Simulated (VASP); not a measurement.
Here is a VASP 6.6.1 calculation.

Contents of INCAR:

```
ALGO = Normal
EDIFF = 1E-6
EDIFFG = -0.04
ENCUT = 600
GGA = PE
IBRION = 2
ISIF = 3
ISMEAR = 0
LASPH = T
LCHARG = F
LREAL = F
LWAVE = F
NELM = 100
NSW = 90
PREC = Accurate
SIGMA = 0.1
```

Contents of KPOINTS:

```
k-points
0
Gamma
  4 4 6
```

The input POSCAR:

```
Ag
1.0
    4.0266161149      0.0000000000      0.0000000000
    0.0000000000      6.6754155975      0.0000000000
    0.0000000000      0.0000000000      3.0023684276
Ag
4
Direct
    0.0205000000      0.2500000000      0.6348000000
    0.9795000000      0.7500000000      0.3652000000
    0.4795000000      0.7500000000      0.1348000000
    0.5205000000      0.2500000000      0.8652000000
```

Potentials or basis: VASP PAW PBE potentials, release 64 (Ag).

Launch:

```console
$ cat potpaw_PBE.64/Ag/POTCAR > POTCAR
$ mpirun -np 1 vasp_std > vasp.out
```

Task: Estimate the relaxed volume.

Result: 17.83 Å³/atom.

Task: What does it give for the relaxed cell?

Result: a = 4.949 Å, b = 4.772 Å, c = 3.020 Å, α = 90.00°, β = 90.00°, γ = 90.00°.

Task: Predict the space group after relaxing (to 0.05 Å).

Result: Cmcm (No. 63).

Step by step:
| step | energy change (eV) | largest force (eV/Å) | pressure (GPa) | volume (Å³) |
| --- | --- | --- | --- | --- |
| 1 | 0.0000 | 6.0964 | 46.31 | 80.70 |
| 3 | -4.6766 | 0.0378 | -8.58 | 140.55 |
| 5 | -6.4912 | 0.3156 | -7.18 | 107.19 |
| 7 | -6.5356 | 0.4230 | -6.31 | 104.93 |
| 9 | -6.5448 | 0.5030 | -5.67 | 103.56 |
| 11 | -7.3400 | 0.4042 | -1.16 | 85.56 |
| 13 | -7.6820 | 0.2094 | 2.15 | 77.45 |
| 15 | -7.7623 | 0.1492 | -1.68 | 80.23 |
| 17 | -7.7881 | 0.1865 | -0.13 | 78.55 |
| 19 | -7.8071 | 0.2606 | 0.34 | 77.86 |
| 21 | -7.8714 | 0.1922 | -0.74 | 78.56 |
| 23 | -7.8871 | 0.1175 | -1.09 | 78.92 |
| 25 | -7.9106 | 0.1043 | 0.56 | 76.87 |
| 27 | -7.9179 | 0.1213 | -0.34 | 77.51 |
| 29 | -7.9358 | 0.1577 | 0.45 | 76.55 |
| 31 | -7.9446 | 0.2693 | 4.98 | 72.18 |
| 33 | -7.9670 | 0.2528 | 3.21 | 73.68 |
| 35 | -7.9688 | 0.2545 | 3.22 | 73.64 |
| 37 | -7.9764 | 0.2604 | 3.35 | 73.43 |
| 39 | -8.0005 | 0.2640 | 3.90 | 72.58 |
| 41 | -8.0227 | 0.2244 | 4.67 | 71.32 |
| 43 | -8.0863 | 0.0547 | 5.15 | 70.42 |
| 45 | -8.1449 | 0.0802 | 3.99 | 70.91 |
| 47 | -8.3934 | 0.0784 | -0.90 | 73.17 |
| 49 | -8.4092 | 0.1174 | -1.86 | 73.96 |
| 51 | -8.4704 | 0.1056 | 0.02 | 72.03 |
| 53 | -8.4912 | 0.1160 | 2.44 | 70.00 |
| 55 | -8.5676 | 0.1627 | -0.85 | 72.38 |
| 57 | -8.5688 | 0.1704 | -1.17 | 72.65 |
| 59 | -8.5841 | 0.1962 | -0.02 | 71.59 |
| 61 | -8.6017 | 0.0987 | 0.95 | 70.73 |
| 63 | -8.6108 | 0.0649 | -0.50 | 71.75 |
| 65 | -8.6155 | 0.0381 | 0.03 | 71.33 |

Caveat: the k points lie up to 0.35 Å⁻¹ apart in the final cell.
